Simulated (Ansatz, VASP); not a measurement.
# Cu in VASP and in Ansatz

```
CELL_PARAMETERS angstrom
1.26416 -2.22925 0.00000
1.26416 2.22925 0.00000
0.00000 0.00000 4.07139
ATOMIC_POSITIONS crystal
Cu 0.66451 0.33549 0.25000
Cu 0.33549 0.66451 0.75000
```

Alike in both runs: functional r2SCAN; k mesh 8 × 8 × 4; occupations gaussian, width 0.1 eV; no spin polarisation.

Ansatz relaxed the structure, and its values are those at the end. VASP's run is a single point on that final structure, the one shown.

|  | VASP | Ansatz |
| --- | --- | --- |
| version | VASP 6.6.1 | Ansatz 0.2.0 |
| potentials or method | VASP PAW PBE potentials, release 64 (Cu), cutoff 520 eV | scalar-relativistic, plane waves, PAW |
| valence electrons in the cell | 22 | 38 |

```csv
,VASP,Ansatz,Ansatz less VASP
gap on the k mesh at the Fermi level (eV),none,none,-
pressure (GPa),0.6,0.0,-0.62
rms of the force components (eV/Å),0.003,0.000,-0.0034
```

VASP's potentials were made for PBE, not for r2SCAN. A gap of «none» marks a metal or a gap that the smearing closes. VASP's potentials hold 22 valence electrons a cell and Ansatz's 38, so a difference there can come from the potentials and not from the codes.

The k mesh is coarse, so the values compare programs but aren't converged.
